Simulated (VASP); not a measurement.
# Lu in VASP: notebook

The runs below take Lu through single point, with PBE, BLYP+D3(BJ), PBE+D3(BJ).

Program: VASP 6.6.1. These are calculated values, not measurements. Logs are shortened: lines on timing, memory, paths and dates and some standing lists are left out, and cuts for length are marked.

## 1. The cell of the first run

The typed cell holds 1 atom: a = 3.408 Å, b = 3.414 Å, c = 3.349 Å, α = 109.81°, β = 109.06°, γ = 109.95°.

## 2. Single point, PBE

File INCAR:

```
PREC = Accurate
ENCUT = 520
EDIFF = 1E-7
ISMEAR = -1
SIGMA = 0.05
LREAL = False
LASPH = True
NELM = 100
ALGO = Normal
ISIF = 2
LWAVE = False
LCHARG = True
GGA = PE
LELF = True
LVHAR = True
NBANDS = 18
```

File KPOINTS:

```
regular mesh
0
Gamma
  7 7 7
```

File POSCAR:

```
Lu
1.0
   -1.9615060000      1.9859890000      1.9550570000
    1.9723800000     -1.9805730000      1.9605140000
    1.9161400000      1.9352070000     -1.9496410000
Lu
1
Direct
    0.0028740000      0.0105570000      0.0029550000
```

Potentials or basis: VASP PAW PBE potentials, release 64 (Lu).

On the command line:

```sh
$ cat potpaw_PBE.64/Lu/POTCAR > POTCAR
$ mpirun -np 1 vasp_std > vasp.out
```

OUTCAR:

```text
PREC = Accurate
   ENCUT = 520
   EDIFF = 1E-7
   ISMEAR = -1
   LREAL = False
   LASPH = True
   NELM = 100
   ISIF = 2
   GGA = PE

 ion  position               nearest neighbor table
   1  0.003  0.011  0.003-

  LATTYP: Found a triclinic cell.
 ALAT       =     3.3492862913
 B/A-ratio  =     1.6296663426
 C/A-ratio  =     1.0193728632
 COS(alpha) =     0.0034487968
 COS(beta)  =     0.3389373082
 COS(gamma) =     0.8113716066

  Lattice vectors:

 A1 = (  -1.9161400000,  -1.9352070000,   1.9496410000)
 A2 = (  -3.8431540000,  -3.8758300000,  -0.0162890000)
 A3 = (   1.9723800000,  -1.9805730000,   1.9605140000)

Analysis of symmetry for initial positions (statically):
=====================================================================
 Subroutine PRICEL returns:
 Original cell was already a primitive cell.

 Routine SETGRP: Setting up the symmetry group for a
 triclinic supercell.

 Subroutine GETGRP returns: Found  2 space group operations
 (whereof  1 operations were pure point group operations)
 out of a pool of  2 trial point group operations.

The static configuration has the point symmetry C_1 .
 The point group associated with its full space group is S_2 .

Analysis of symmetry for dynamics (positions and initial velocities):
=====================================================================
 Subroutine PRICEL returns:
 Original cell was already a primitive cell.

 Routine SETGRP: Setting up the symmetry group for a
 triclinic supercell.

 Subroutine GETGRP returns: Found  2 space group operations
 (whereof  1 operations were pure point group operations)
 out of a pool of  2 trial point group operations.

The dynamic configuration has the point symmetry C_1 .
 The point group associated with its full space group is S_2 .

 Subroutine INISYM returns: Found  2 space group operations
 (whereof  1 operations are pure point group operations),
 and found     1 'primitive' translations

----------------------------------------------------------------------------------------

                                     Primitive cell

  volume of cell :      29.8473

  direct lattice vectors                    reciprocal lattice vectors
    -1.961506000  1.985989000  1.955057000     0.002258358  0.254698107  0.255032024
     1.972380000 -1.980573000  1.960514000     0.256485651  0.002615633  0.254674684
     1.916140000  1.935207000 -1.949641000     0.260180684  0.258035865 -0.001079466

  length of vectors
     3.407918128  3.414171556  3.349286291     0.360440785  0.361456672  0.366439164

  position of ions in fractional coordinates (direct lattice)
     0.002874000  0.010557000  0.002955000

  ion indices of the primitive-cell ions
   primitive index   ion index
                 1           1

----------------------------------------------------------------------------------------

 KPOINTS: regular mesh

Automatic generation of k-mesh.
 Grid dimensions read from file:
 generate k-points for:    7    7    7

 Generating k-lattice:

  Cartesian coordinates                     Fractional coordinates (reciprocal lattice)
     0.000322623  0.036385444  0.036433146     0.142857143 -0.000000000  0.000000000
     0.036640807  0.000373662  0.036382098    -0.000000000  0.142857143  0.000000000
     0.037168669  0.036862266 -0.000154209    -0.000000000  0.000000000  0.142857143

  Length of vectors
     0.051491541  0.051636667  0.052348452

  Shift w.r.t. Gamma in fractional coordinates (k-lattice)
     0.000000000  0.000000000  0.000000000

 Subroutine IBZKPT returns following result:
 ===========================================

 Found    172 irreducible k-points:

 Following reciprocal coordinates:
            Coordinates               Weight
  0.000000  0.000000  0.000000      1.000000
  0.142857 -0.000000  0.000000      2.000000
  0.285714  0.000000  0.000000      2.000000
  0.428571  0.000000  0.000000      2.000000
 -0.000000  0.142857  0.000000      2.000000
  0.142857  0.142857  0.000000      2.000000
[... 16 lines left out ...]
 -0.428571  0.428571  0.000000      2.000000
 -0.285714  0.428571 -0.000000      2.000000
 [... further k-points ...]
   k-points           NKPTS =    172   k-points in BZ     NKDIM =    172   number of bands    NBANDS=     18
   number of dos      NEDOS =    301   number of ions     NIONS =      1
   total plane-waves  NPLWV =  21952
   dimension x,y,z NGX =    28 NGY =   28 NGZ =   28
   dimension x,y,z NGXF=    56 NGYF=   56 NGZF=   56
   ions per type =               1
   NGX,Y,Z   is equivalent  to a cutoff of  13.66, 13.63, 13.90 a.u.
   NGXF,Y,Z  is equivalent  to a cutoff of  27.32, 27.27, 27.80 a.u.
 SYSTEM =  unknown system
   PREC   = accura    normal or accurate (medium, high low for compatibility)
   ISTART =      0    job   : 0-new  1-cont  2-samecut
   ICHARG =      2    charge: 1-file 2-atom 10-const
   ISPIN  =      1    spin polarized calculation?
   LNONCOLLINEAR =      F non collinear calculations
[... 90 lines left out ...]
      6      -2.9022      2.00000
[... 10 lines left out ...]
     17       6.8163      0.00000
     18      13.1666      0.00000

 k-point     4 :       0.4286    0.0000    0.0000
  band No.  band energies     occupation
      1     -54.1537      2.00000
      2     -25.0453      2.00000
      3     -24.7505      2.00000
      4     -24.6115      2.00000
      5      -2.9229      2.00000
      6      -2.9074      2.00000
[... 10 lines left out ...]
     17       8.7206      0.00000
     18      10.7995      0.00000

 k-point     5 :      -0.0000    0.1429    0.0000
  band No.  band energies     occupation
      1     -54.1752      2.00000
      2     -24.7003      2.00000
      3     -24.6406      2.00000
      4     -24.6119      2.00000
      5      -3.2494      2.00000
      6      -2.9283      2.00000
[... 10 lines left out ...]
     17       6.5676      0.00000
     18      14.2473      0.00000

 k-point     6 :       0.1429    0.1429    0.0000
  band No.  band energies     occupation
      1     -54.1664      2.00000
      2     -24.8426      2.00000
      3     -24.6703      2.00000
      4     -24.6293      2.00000
      5      -2.9183      2.00000
      6      -2.9110      2.00000
[... 10 lines left out ...]
     17       6.9039      0.00000
     18      13.7146      0.00000

 k-point     7 :       0.2857    0.1429    0.0000
  band No.  band energies     occupation
      1     -54.1557      2.00000
      2     -24.9877      2.00000
      3     -24.7438      2.00000
      4     -24.6362      2.00000
      5      -2.9146      2.00000
      6      -2.9072      2.00000
[... 10 lines left out ...]
     17       8.0134      0.00000
     18      11.1672      0.00000

 k-point     8 :       0.4286    0.1429    0.0000
  band No.  band energies     occupation
      1     -54.1513      2.00000
      2     -25.0383      2.00000
      3     -24.7864      2.00000
      4     -24.6377      2.00000
      5      -2.9171      2.00000
      6      -2.9111      2.00000
[... 10 lines left out ...]
     17       9.5097      0.00000
     18       9.7119      0.00000
[... 229 lines left out ...]
     17       8.7146      0.00000
     18      10.8114      0.00000

 k-point    20 :       0.1429    0.4286    0.0000
  band No.  band energies     occupation
      1     -54.1513      2.00000
      2     -25.0350      2.00000
      3     -24.7882      2.00000
      4     -24.6403      2.00000
      5      -2.9165      2.00000
      6      -2.9109      2.00000
[... 10 lines left out ...]
     17       9.5034      0.00000
     18       9.7009      0.00000

 k-point    21 :       0.2857    0.4286    0.0000
  band No.  band energies     occupation
      1     -54.1509      2.00000
      2     -24.9599      2.00000
      3     -24.8578      2.00000
      4     -24.6629      2.00000
      5      -2.9113      2.00000
      6      -2.9044      2.00000
[... 10 lines left out ...]
     17       8.6876      0.00000
     18      10.0249      0.00000

 k-point    22 :       0.4286    0.4286    0.0000
  band No.  band energies     occupation
      1     -54.1529      2.00000
      2     -25.0167      2.00000
      3     -24.7815      2.00000
      4     -24.6445      2.00000
      5      -2.9195      2.00000
      6      -2.9055      2.00000
[... 10 lines left out ...]
     17       9.5223      0.00000
     18       9.5591      0.00000

 k-point    23 :      -0.4286    0.4286    0.0000
  band No.  band energies     occupation
      1     -54.1557      2.00000
      2     -25.0245      2.00000
      3     -24.7424      2.00000
      4     -24.6155      2.00000
      5      -2.9270      2.00000
      6      -2.8991      2.00000
[... 10 lines left out ...]
     17       8.6865      0.00000
     18      10.6834      0.00000

 k-point    24 :      -0.2857    0.4286   -0.0000
  band No.  band energies     occupation
      1     -54.1573      2.00000
      2     -24.9584      2.00000
      3     -24.7469      2.00000
      4     -24.6427      2.00000
      5      -2.9189      2.00000
      6      -2.8975      2.00000
[... 10 lines left out ...]
     17       8.0043      0.00000
     18      11.0293      0.00000

 [... further k-points ...]

------------------------ aborting loop because EDIFF is reached ----------------------------------------

  FORCE on cell =-STRESS in cart. coord.  units (eV):
  Direction    XX          YY          ZZ          XY          YZ          ZX
  --------------------------------------------------------------------------------------
  -------------------------------------------------------------------------------------
  Total       -0.0618438     -0.0487020     -0.0528768      0.1284689     -0.0136267     -0.0308981
  in kB       -3.3197193     -2.6142815     -2.8383788      6.8960969     -0.7314704     -1.6585813
  external PRESSURE =      -2.9241266 kB  Pullay stress =       0.0000000 kB

 VOLUME and BASIS-vectors are now :
 -----------------------------------------------------------------------------
  energy-cutoff  :      520.00
  volume of cell :       29.85
      direct lattice vectors                 reciprocal lattice vectors
    -1.961506000  1.985989000  1.955057000     0.002258358  0.254698107  0.255032024
     1.972380000 -1.980573000  1.960514000     0.256485651  0.002615633  0.254674684
     1.916140000  1.935207000 -1.949641000     0.260180684  0.258035865 -0.001079466

 POSITION                                       TOTAL-FORCE (eV/Angst)
 -----------------------------------------------------------------------------------
      0.02085     -0.00948      0.02055         0.000000      0.000000      0.000000
 -----------------------------------------------------------------------------------
    total drift:                                0.000026      0.000002     -0.000018

  FREE ENERGIE OF THE ION-ELECTRON SYSTEM (eV)
  ---------------------------------------------------
  free  energy   TOTEN  =        -4.3859202217 eV

  energy  without entropy=       -4.3657484144  energy(sigma->0) =       -4.37583432
```

Run time: 3 min. Hardware: 1 thread of Intel Xeon 8259CL, shared host; peak memory 0.24 GiB.

What came out:

```
Free energy : -4.3859 eV
Pressure    : -0.3 GPa
```

Stress tensor (GPa, compression positive):
```
-0.33  0.69 -0.17
 0.69 -0.26 -0.07
-0.17 -0.07 -0.28
```

Caveat: spin-orbit coupling is left out, which moves the levels of the heavy elements.

## 3. Single point, BLYP+D3(BJ), non-collinear spin, zero start, spin-orbit coupling (volume scaled by 1.15)

File INCAR:

```
PREC = Accurate
ENCUT = 520
EDIFF = 1E-6
ISMEAR = -1
SIGMA = 0.05
LREAL = False
LASPH = True
NELM = 150
ALGO = Normal
ISIF = 2
LWAVE = False
LCHARG = False
MAGMOM = 0 0 0
LORBIT = 11
LSORBIT = True
GGA_COMPAT = False
LORBMOM = True
GGA = B5
ALDAX = 1.0
AGGAX = 1.0
AGGAC = 1.0
ALDAC = 0.0
IVDW = 12
VDW_S6 = 1.0
VDW_S8 = 2.6996
VDW_A1 = 0.4298
VDW_A2 = 4.2359
NBANDS = 36
```

File KPOINTS:

```
Automatic mesh
0
Gamma
  8 8 8
```

File POSCAR:

```
Lu
1.0
   -2.0472976037      2.0472976037      2.0472976037
    2.0472976037     -2.0472976037      2.0472976037
    2.0472976037      2.0472976037     -2.0472976037
Lu
1
Direct
    0.0000000000      0.0000000000      0.0000000000
```

Potentials or basis: VASP PAW PBE potentials, release 64 (Lu).

On the command line:

```sh
$ cat potpaw_PBE.64/Lu/POTCAR > POTCAR
$ mpirun -np 1 vasp_ncl > vasp.out
```

It took 2.2 min on 1 thread of Intel Xeon Platinum 8488C (Sapphire Rapids), shared host; peak memory 0.28 GiB.

The run converged. Its results:

| Quantity | Value |
| --- | --- |
| Free energy | -4.7725 eV |
| Pressure | -8.0 GPa |
| Net moment | 0.00 μB per cell |
| Valence electrons inside the program's atomic spheres | Lu 23.04 |
| Dispersion energy per atom | -0.738 eV |

Moments on the atoms (μB; x, y, z):
```
Lu  0.00 0.00 0.00
```

Caveat: three body term missing; the PAW data sets were made with another functional, which shifts forces and pressure a little.

## 4. Single point, BLYP+D3(BJ), non-collinear spin, zero start, spin-orbit coupling (volume scaled by 1.15)

INCAR: that of step 3 with these lines changed.

```diff
@@ -12,2 +12,3 @@
 LCHARG = False
+LNONCOLLINEAR = True
 MAGMOM = 0 0 0
```

File KPOINTS:

```
regular mesh
0
Gamma
  8 8 8
```

File POSCAR:

```
Lu
1.0
   -1.8847401384      1.8847401384      1.8847401384
    1.8847401384     -1.8847401384      1.8847401384
    1.8847401384      1.8847401384     -1.8847401384
Lu
1
Direct
    0.0000000000      0.0000000000      0.0000000000
```

On the command line:

```sh
$ cat potpaw_PBE.64/Lu/POTCAR > POTCAR
$ mpirun -np 1 vasp_ncl > vasp.out
```

It took 39 s on 1 thread of Intel Xeon Platinum 8375C at 2.90GHz (Ice Lake), shared host; peak memory 0.24 GiB.

Results (log left out):

* Free energy: -4.9994 eV
* Pressure: -0.2 GPa
* Net moment: 0.00 μB per cell
* Valence electrons inside the program's atomic spheres: Lu 23.29
* Dispersion energy per atom: -0.951 eV

Moments on the atoms (μB; x, y, z):
```
Lu  0.00 0.00 0.00
```

Caveat: three body term missing; the PAW data sets were made with another functional, which shifts forces and pressure a little.

## 5. Single point, BLYP+D3(BJ), non-collinear spin, zero start, spin-orbit coupling (volume scaled by 1.15)

File INCAR:

```
SYSTEM = Lu
PREC     = Accurate       ! precision mode
ENCUT    = 520            ! plane-wave cutoff, eV
EDIFF    = 1E-6           ! SCF threshold, eV
ISMEAR   = -1             ! smearing method
SIGMA    = 0.05           ! smearing width, eV
LREAL    = .False.        ! projectors in reciprocal space
LASPH    = .True.         ! aspherical terms in the spheres
NELM     = 150            ! most SCF steps
ALGO     = Normal         ! electronic algorithm
ISIF     = 2              ! what is computed and relaxed
LWAVE    = .False.        ! write WAVECAR
LCHARG   = .False.        ! write CHGCAR
MAGMOM   = 0 0 0          ! initial moments
LORBIT   = 11             ! projections on sites
LSORBIT  = .True.         ! spin-orbit coupling
GGA_COMPAT= .False.      
LORBMOM  = .True.       
GGA      = B5             ! functional
ALDAX    = 1.0          
AGGAX    = 1.0          
AGGAC    = 1.0          
ALDAC    = 0.0          
IVDW     = 12             ! dispersion correction
VDW_S6   = 1.0          
VDW_S8   = 2.6996       
VDW_A1   = 0.4298       
VDW_A2   = 4.2359       
NBANDS   = 36             ! bands
```

File KPOINTS:

```
Automatic mesh
0
Gamma
  8 8 8
  0 0 0
```

File POSCAR:

```
Lu
1.0
   -2.0472976037      2.0472976037      2.0472976037
    2.0472976037     -2.0472976037      2.0472976037
    2.0472976037      2.0472976037     -2.0472976037
Lu
1
Direct
    0.0000000000      0.0000000000      0.0000000000
```

On the command line:

```sh
$ cat potpaw_PBE.64/Lu/POTCAR > POTCAR
$ mpirun -np 1 vasp_ncl > vasp.out
```

Wall time 74 s (1 thread of Intel Xeon Platinum 8375C at 2.90GHz (Ice Lake), shared host); peak memory 0.28 GiB.

Results (log left out):

```
Free energy                                           : -4.7725 eV
Pressure                                              : -8.0 GPa
Net moment                                            : 0.00 μB per cell
Valence electrons inside the program's atomic spheres : Lu 23.04
Dispersion energy per atom                            : -0.738 eV
```

Moments on the atoms (μB; x, y, z):
```
Lu  0.00 0.00 0.00
```

Caveat: three body term missing; the PAW data sets were made with another functional, which shifts forces and pressure a little.

## 6. Single point, PBE+D3(BJ)

File INCAR:

```
SYSTEM = Lu
  ALGO = Normal
  EDIFF = 1E-6
  ENCUT = 600
  GGA = PE
  GGA_COMPAT = .False.
  ISIF = 2
  ISMEAR = 1
  IVDW = 12
  LASPH = .True.
  LCHARG = .True.
  LELF = .True.
  LREAL = .False.
  LVHAR = .True.
  LWAVE = .False.
  NBANDS = 18
  NELM = 120
  PREC = Accurate
  SIGMA = 0.15
```

File KPOINTS:

```
k-points
0
Gamma
  7 7 7
  0 0 0
```

File POSCAR:

```
Lu
1.0
   -1.9541071088      1.9541071088      1.9541071088
    1.9541071088     -1.9541071088      1.9541071088
    1.9541071088      1.9541071088     -1.9541071088
Lu
1
Direct
    0.0000000000      0.0000000000      0.0000000000
```

Potentials or basis: VASP PAW PBE potentials, release 64 (Lu).

On the command line:

```sh
$ cat potpaw_PBE.64/Lu/POTCAR > POTCAR
$ mpirun -np 1 vasp_std > vasp.out
```

Wall time 9.8 s (1 thread of Intel Xeon 6975P-C (Granite Rapids), shared host); peak memory 0.18 GiB.

The run converged. Its results:

| Item | Value |
| --- | --- |
| Free energy | -4.7218 eV |
| Pressure | -2.3 GPa |
| Dispersion energy per atom | -0.344 eV |

Levels at points of the mesh, in eV from the Fermi level:
```
           k point  band 8  band 9  band 10  band 11  band 12  band 13  band 14  band 15  band 16  band 17
(0.00, 0.00, 0.00)   -5.22   -5.14    -5.14    -5.14    -5.12     2.08     2.08     2.08     4.27     4.27
```

Caveat: spin-orbit coupling is left out, which moves the levels of the heavy elements; pairwise dispersion overbinds metals, which lowers pressure and volume.

## 7. Overview

| level | spin | cell | k mesh | cutoff (eV) | smearing | gap on the mesh (eV) | pressure (GPa) | moment (μB) |
| --- | --- | --- | --- | --- | --- | --- | --- | --- |
| PBE | off | a = 3.408, b = 3.414, c = 3.349 Å, angles 109.8, 109.1, 109.9°, 1 atom | 7 × 7 × 7 | 520 | fermi-dirac 0.05 eV | none | -0.3 | - |
| BLYP+D3(BJ) | non-collinear, zero start, SOC | a = 3.546 Å, angles 109.5°, 1 atom | 8 × 8 × 8 | 520 | fermi-dirac 0.05 eV | - | -8.0 | 0.00 |
| BLYP+D3(BJ) | non-collinear, zero start, SOC | a = 3.264 Å, angles 109.5°, 1 atom | 8 × 8 × 8 | 520 | fermi-dirac 0.05 eV | - | -0.2 | 0.00 |
| PBE+D3(BJ) | off | a = 3.385 Å, angles 109.5°, 1 atom | 7 × 7 × 7 | 600 | methfessel-paxton 0.15 eV | none | -2.3 | - |

Alike in all rows: task single point; potentials or basis VASP PAW PBE potentials, release 64 (Lu).

Caveats: spin-orbit coupling is left out, which moves the levels of the heavy elements (some runs); three body term missing (some runs); the PAW data sets were made with another functional, which shifts forces and pressure a little (some runs); pairwise dispersion overbinds metals, which lowers pressure and volume (some runs).

Absolute energies hang on the potentials; compare differences alone.
